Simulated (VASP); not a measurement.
Write the native input for VASP 6.6.1 that does the following.

| Quantity | Value |
| --- | --- |
| Task | single point |
| Functional | LDA |
| Potentials or basis | VASP PAW LDA potentials, release 64 (Zr_sv, B) |
| Cutoff | 520 eV |
| k mesh | 12 × 12 × 9 |
| Occupations | fermi-dirac, width 0.05 eV |
| Spin | no spin polarisation |
| Dipole correction | no |
| Further INCAR settings | ALGO = Normal; EDIFF = 1e-06; NBANDS = 16 |

The structure of ZrB2 lies in POSCAR:

```
ZrB2
1.0
    3.0700498307      0.0000000000      0.0000000000
   -1.5350249154      2.6587411443      0.0000000000
    0.0000000000      0.0000000000      3.5200000000
Zr B
1 2
Direct
    0.0000000000      0.0000000000      0.0000000000
    0.3333333333      0.6666666667      0.5000000000
    0.6666666667      0.3333333333      0.5000000000
```

This cell differs from its parent crystal: equal xx and yy strain of -3 %.

One way to write it, as run:

INCAR

```
  ALGO = Normal
  EDIFF = 1E-6
  ENCUT = 520
  ISIF = 2
  ISMEAR = -1
  LASPH = T
  LCHARG = F
  LREAL = F
  LWAVE = F
  NBANDS = 16
  NELM = 100
  PREC = Accurate
  SIGMA = 0.05
```

KPOINTS

```
k-points
0
Gamma
  12 12 9
```

Potentials or basis: VASP PAW LDA potentials, release 64 (Zr_sv, B).

Command:

```bash
$ cat potpaw_LDA.64/Zr_sv/POTCAR potpaw_LDA.64/B/POTCAR > POTCAR
$ mpirun -np 1 vasp_std > vasp.out
```

It gave:

| Item | Value |
| --- | --- |
| Pressure | 9.7 GPa |
| Band gap on the k mesh | zero (band 9 reaches 11.91 eV, above the bottom of band 10 at 10.56 eV) |

Caveat: the cell differs from its parent crystal (equal xx and yy strain of -3 %).

It took 14 s on 1 thread of Intel(R) Xeon(R) Platinum 8559C (Emerald Rapids), with other jobs on the host, peak memory 0.16 GiB.
